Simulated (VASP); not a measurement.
Wanted: the native input for a VASP 6.6.1 run.

* Task: single point
* Functional: LDA
* Potentials or basis: VASP PAW LDA potentials, release 64 (W_sv)
* Cutoff: 500 eV
* k mesh: 11 × 11 × 11
* Occupations: tetrahedron
* Spin: no spin polarisation
* Dipole correction: no
* Further INCAR settings: ALGO = Normal; EDIFF = 1e-06; NBANDS = 13

The structure of W lies in POSCAR:

```
W
1.0
    0.0000000000      2.0300000000      2.0300000000
    2.0300000000      0.0000000000      2.0300000000
    2.0300000000      2.0300000000      0.0000000000
W
1
Direct
    0.0000000000      0.0000000000      0.0000000000
```

These files were run (other wordings do the same):

INCAR

```
PREC = Accurate ; ENCUT = 500
EDIFF = 1E-6 ; ISMEAR = -5
SIGMA = 0.05 ; LREAL = False
LASPH = True ; NELM = 120
ALGO = Normal ; ISIF = 2
LWAVE = False ; LCHARG = False
NBANDS = 13 ; GGA_COMPAT = False
```

KPOINTS

```
regular mesh
0
Gamma
  11 11 11
```

Potentials or basis: VASP PAW LDA potentials, release 64 (W_sv).

The run is started by

```console
$ cat potpaw_LDA.64/W_sv/POTCAR > POTCAR
$ mpirun -np 1 vasp_std > vasp.out
```

Results of the run:

The pressure is -16.4 GPa and the band gap on the k mesh is zero (band 7 reaches 12.78 eV, above the bottom of band 8 at 9.53 eV).

Caveat: spin-orbit coupling is left out, which moves the levels of the heavy elements; tetrahedron occupations give inexact forces and stress in metals.

Run time: 23 s on 1 thread of AMD EPYC 7R13, on a shared host, peak memory 0.11 GiB.
